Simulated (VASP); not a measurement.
**Ga2O3: single point with PBE**

Crystal: Ga2O3.

```
Ga O
1.0
     6.22743   -1.54176    0.01149
     6.22743    1.54176    0.01149
    -1.40272    0.00000    5.70769
Ga O
4 6
Direct
  0.08991 0.08991 0.79472
  0.91009 0.91009 0.20528
  0.65850 0.65850 0.31420
  0.34150 0.34150 0.68580
  0.16349 0.16349 0.10921
  0.83651 0.83651 0.89079
  0.17370 0.17370 0.56436
  0.82630 0.82630 0.43564
  0.49602 0.49602 0.25668
  0.50398 0.50398 0.74332
```

| Property | Result |
| --- | --- |
| Program | VASP 6.6.1 |
| Task | single point |
| Functional | PBE |
| Potentials or basis | VASP PAW PBE potentials, release 64 (Ga_d, O) |
| Cutoff | 520 eV |
| k mesh | 10 × 10 × 6 |
| Occupations | gaussian, width 0.02 eV |
| Spin | no spin polarisation |

- Pressure: 0.6 GPa
- Largest force: 0.026 eV/Å
- Band gap on the k mesh: 1.99 eV (least direct gap 2.02 eV)

Forces on the atoms (eV/Å):
```
Ga   0.002  0.000  0.007
Ga  -0.002  0.000 -0.007
Ga  -0.010  0.000 -0.005
Ga   0.010  0.000  0.005
O    0.021  0.000 -0.015
O   -0.021  0.000  0.015
O   -0.009  0.000 -0.003
O    0.009  0.000  0.003
O    0.004  0.000  0.007
O   -0.004  0.000 -0.007
```

Stress tensor (GPa, compression positive):
```
0.52 0.00 0.03
0.00 0.65 0.00
0.03 0.00 0.52
```

Levels at points of the mesh, in eV from the valence-band top:
| k point | band 42 | band 43 | band 44 | band 45 | band 46 | band 47 |
| --- | --- | --- | --- | --- | --- | --- |
| (0.00, 0.00, 0.00) | -0.47 | -0.28 | -0.02 | 1.99 | 5.35 | 6.27 |
| (0.50, 0.00, 0.00) | -0.69 | -0.47 | -0.10 | 5.33 | 6.13 | 6.81 |
| (0.50, 0.50, 0.00) | -0.68 | -0.42 | -0.14 | 4.17 | 4.40 | 5.62 |
| (0.00, 0.00, 0.50) | -0.60 | -0.54 | -0.29 | 4.35 | 4.54 | 6.28 |
| (0.50, 0.00, 0.50) | -0.97 | -0.70 | -0.61 | 6.46 | 6.52 | 7.45 |
| (0.50, 0.50, 0.50) | -0.64 | -0.59 | -0.01 | 4.74 | 4.97 | 5.80 |

It took 28 min on 1 thread of Oxide Virtual Turin-like Processor, on a shared host, peak memory 0.81 GiB.

A k mesh can miss the band edges. Expect the measured gap to be larger: semilocal functionals such as PBE lack the derivative discontinuity.
